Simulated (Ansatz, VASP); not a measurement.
## Rb in VASP and in Ansatz

```
Rb
1.0
    -2.71760    2.71760    2.71760
     2.71760   -2.71760    2.71760
     2.71760    2.71760   -2.71760
Rb
1
Direct
  0.00000 0.00000 0.00000
```

Change from the starting cell: volume scaled by 0.88, LAPW.

Alike in both runs: task single point; functional PBE; k mesh 10 × 10 × 10; occupations fermi-dirac, width 0.1 eV; no spin polarisation.

|  | VASP | Ansatz |
| --- | --- | --- |
| version | VASP 6.6.1 | Ansatz 0.2.0 |
| potentials or method | VASP PAW PBE potentials, release 64 (Rb_sv), cutoff 520 eV | all-electron LAPW, scalar-relativistic |

|  | VASP | Ansatz | Ansatz less VASP |
| --- | --- | --- | --- |
| pressure (GPa) | 0.5 | 0.5 | 0.00 |

Ansatz ran all-electron here, and VASP with PAW potentials.
